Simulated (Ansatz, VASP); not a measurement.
One calculation of Ni, two programs

```
Ni
1.0
     0.00000    1.83867    1.62651
     1.83867    0.00000    1.62651
     1.83867    1.83867    0.00000
Ni
1
Cartesian
  0.0000 0.0000 0.0000
```

Change from the starting cell: strain +0.040 along x and y, -0.080 along z, atoms carried along.

Alike in both runs: task single point; functional PBEsol; k mesh 22 × 22 × 22; occupations gaussian, width 0.15 eV; collinear spin.

|  | VASP | Ansatz |
| --- | --- | --- |
| version | VASP 6.6.1 | Ansatz 0.2.0 |
| potentials or method | VASP PAW PBE potentials, release 64 (Ni), cutoff 520 eV | scalar-relativistic, plane waves, PAW |
| valence electrons in the cell | 10 | 18 |

|  | VASP | Ansatz | Ansatz less VASP |
| --- | --- | --- | --- |
| gap on the k mesh at the Fermi level (eV) | none | none | - |
| pressure (GPa) | -10.7 | -10.7 | -0.03 |
| traceless stress, the component that is largest in VASP (GPa) | 5.84 | 6.10 | +0.254 |
| net moment per atom (μB) | 0.62 | 0.63 | +0.014 |
| size of the moment on the site where the two differ most (μB) | 0.63 | 0.67 | +0.040 |

VASP's potentials were made for PBE, not for PBEsol. Site moments also hang on the region over which each program counts them. A gap of «none» marks a metal or a gap that the smearing closes. The functional is the same, so the differences come from potentials, cutoffs and numerics. VASP's potentials hold 10 valence electrons a cell and Ansatz's 18, so a difference there can come from the potentials and not from the codes.
